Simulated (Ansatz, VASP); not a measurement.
## LiF in VASP and in Ansatz

The input POSCAR:

```
LiF
1.0
    3.3444115202      0.0000000000      0.0000000000
   -1.6722057601      2.8963453372      0.0000000000
    0.0000000000      0.0000000000      4.0780391817
Li F
2 2
Direct
    0.3333333333      0.6666666667      0.2500000000
    0.6666666667      0.3333333333      0.7500000000
    0.6666666667      0.3333333333      0.2500000000
    0.3333333333      0.6666666667      0.7500000000
```

Contents of INCAR.step1:

```
PREC = Accurate ; ENCUT = 520
ISMEAR = 0 ; SIGMA = 0.01
LREAL = F ; LASPH = T
NELM = 100 ; NBANDS = 18
GGA = PE ; ALGO = Normal
EDIFF = 1E-4 ; LWAVE = T
LCHARG = F
```

Contents of INCAR.step2:

```
PREC = Accurate ; ENCUT = 520
EDIFF = 1E-6 ; ISMEAR = 0
SIGMA = 0.01 ; LREAL = F
LASPH = T ; NELM = 100
ALGO = Normal ; ISIF = 2
LWAVE = F ; LCHARG = F
METAGGA = R2SCAN ; LMIXTAU = T
NBANDS = 18 ; ISTART = 1
```

Contents of KPOINTS:

```
regular mesh
0
Gamma
  9 9 6
```

Input for Ansatz:

```yaml
crystal:
  lattice:
    - [3.3444115202, 0.0, 0.0]
    - [-1.6722057601, 2.8963453372, 0.0]
    - [0.0, 0.0, 4.0780391817]
  atoms:
    - { symbol: Li, position: [0.3333333333, 0.6666666667, 0.25] }
    - { symbol: Li, position: [0.6666666667, 0.3333333333, 0.75] }
    - { symbol: F, position: [0.6666666667, 0.3333333333, 0.25] }
    - { symbol: F, position: [0.3333333333, 0.6666666667, 0.75] }
kpoints:
  mp_grid: { grid: [9, 9, 6] }
hamiltonian:
  xc: r2scan
scf:
  occupations: { method: fixed }
  n_extra_bands: 5
output:
  forces: true
  stress: true
  eigenvalues: true
```

Alike in both runs: task single point; functional r2SCAN; k mesh 9 × 9 × 6; no spin polarisation.

|  | VASP | Ansatz |
| --- | --- | --- |
| version | VASP 6.6.1 | Ansatz 0.2.0 |
| potentials or method | VASP PAW PBE potentials, release 64 (Li_sv, F) | plane waves, PAW |
| plane-wave cutoff (eV) | 520 | 500 |
| occupations | gaussian, width 0.01 eV | fixed |
| valence electrons in the cell | 20 | 20 |

VASP gave:

- gap on the k mesh at the Fermi level (eV): 8.33

Problem. Estimate Ansatz's values.

Solution. gap on the k mesh at the Fermi level (eV): 8.22.

VASP's potentials were made for PBE, not for r2SCAN.

Noted on VASP's run: the cutoff is short for stress, so the pressure is rough.
